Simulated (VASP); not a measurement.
Write the native input for VASP 6.6.1 that does the following.

* Task: relaxation of cell and atoms
* Functional: PBE
* Potentials or basis: VASP PAW PBE potentials, release 64 (Se)
* Cutoff: 600 eV
* k mesh: 9 × 9 × 9
* Occupations: fermi-dirac, width 0.05 eV
* Spin: no spin polarisation
* Dipole correction: no
* Further INCAR settings: ALGO = Normal; EDIFF = 1e-06; IBRION = 2; EDIFFG = -0.02; NSW = 80; ISIF = 3

The structure of Se lies in POSCAR:

```
Se
1.0
    2.8500000000      0.0000000000      0.0000000000
    0.0000000000      2.8500000000      0.0000000000
    0.0000000000      0.0000000000      2.8500000000
Se
1
Direct
    0.0000000000      0.0000000000      0.0000000000
```

This isn't the form of Se at room conditions, which is trigonal, of chains.

The input as run:

INCAR

```
SYSTEM = Se
PREC = Accurate ; ENCUT = 600
EDIFF = 1E-6 ; ISMEAR = -1
SIGMA = 0.05 ; LREAL = .FALSE.
LASPH = .TRUE. ; NELM = 80
ALGO = Normal ; ISIF = 3
LWAVE = .FALSE. ; LCHARG = .FALSE.
GGA = PE ; IBRION = 2
NSW = 80 ; EDIFFG = -0.02
```

KPOINTS

```
regular mesh
0
G
  9 9 9
  0 0 0
```

Potentials or basis: VASP PAW PBE potentials, release 64 (Se).

Command:

```sh
$ cat potpaw_PBE.64/Se/POTCAR > POTCAR
$ mpirun -np 1 vasp_std > vasp.out
```

Results of the run:

```yaml
Relaxed_volume: 22.82 Å³/atom
Relaxed_cell: a = 2.837 Å, b = 2.837 Å, c = 2.837 Å, α = 90.00°, β = 90.00°, γ = 90.00°
Space_group_after_relaxing_to_0.1_Å: Pm-3m (No. 221)
Energy_gained_by_relaxing: 1.0 meV/atom
Ionic_steps: 3
Pressure_after_relaxing: 0.0 GPa
Band_gap_on_the_k_mesh: zero (bands 3 and 4 overlap by 5.89 eV)
```

It took 13 s on 1 thread of Intel Xeon 8259CL (shared host), peak memory 0.14 GiB.
